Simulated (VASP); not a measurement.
Input of a VASP 6.6.1 run:

File INCAR:

```
SYSTEM = LaH3
ALGO = Normal ; EDIFF = 1E-7
ENCUT = 520 ; GGA = PS
ISIF = 2 ; ISMEAR = -1
LASPH = .TRUE. ; LCHARG = .FALSE.
LREAL = .FALSE. ; LWAVE = .FALSE.
NBANDS = 15 ; NELM = 100
PREC = Accurate ; SIGMA = 0.1
```

File KPOINTS:

```
k-points
0
G
  8 8 8
  0 0 0
```

Contents of POSCAR:

```
LaH3
1.0
   -1.6331515460      1.6331515460      2.8565980974
    1.6331515460     -1.6331515460      2.8565980974
    1.6331515460      1.6331515460     -2.8565980974
La H
1 3
Direct
    0.0000000000      0.0000000000      0.0000000000
    0.7500000000      0.2500000000      0.5000000000
    0.2500000000      0.7500000000      0.5000000000
    0.5000000000      0.5000000000      0.0000000000
```

Potentials or basis: VASP PAW PBE potentials, release 64 (La, H).

The run is started by

```console
$ cat potpaw_PBE.64/La/POTCAR potpaw_PBE.64/H/POTCAR > POTCAR
$ mpirun -np 1 vasp_std > vasp.out
```

(1) What does it give for the band gap on the k mesh?

(2) Estimate the pressure.

Answers

(1) 0.78 eV, indirect (least direct gap 0.95 eV).

(2) 44.7 GPa.

Caveat: the PAW data sets were made with another functional, which shifts forces and pressure a little; spin-orbit coupling is left out, which moves the levels of the heavy elements.
